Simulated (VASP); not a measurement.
Runs of VASP 6.6.1 on LiCl. It takes space group Fm-3m (No. 225, cubic). Conventional cell: a = 5.140 Å, b = 5.140 Å, c = 5.140 Å, α = 90.00°, β = 90.00°, γ = 90.00°. Li (site symmetry m-3m) has 6 Cl at 2.57 Å within 3.4 Å. Within 3.4 Å of Cl (site symmetry m-3m) lie 6 Li at 2.57 Å. 

```csv
k mesh,gap on the mesh (eV),pressure (GPa)
8 × 8 × 8,6.30,0.1
2 × 2 × 2,(a),5.4
6 × 6 × 6,6.30,0.1
4 × 4 × 4,6.30,0.2
```

Alike in all rows: task single point; level PBE; potentials or basis VASP PAW PBE potentials, release 64 (Li_sv, Cl); no spin polarisation; cell as given; cutoff (eV) 750; smearing gaussian 0.01 eV.

Q: Estimate the missing entries.

A: (a) 6.21.

Caveats: some runs use coarse meshes.

A k mesh can miss the band edges.
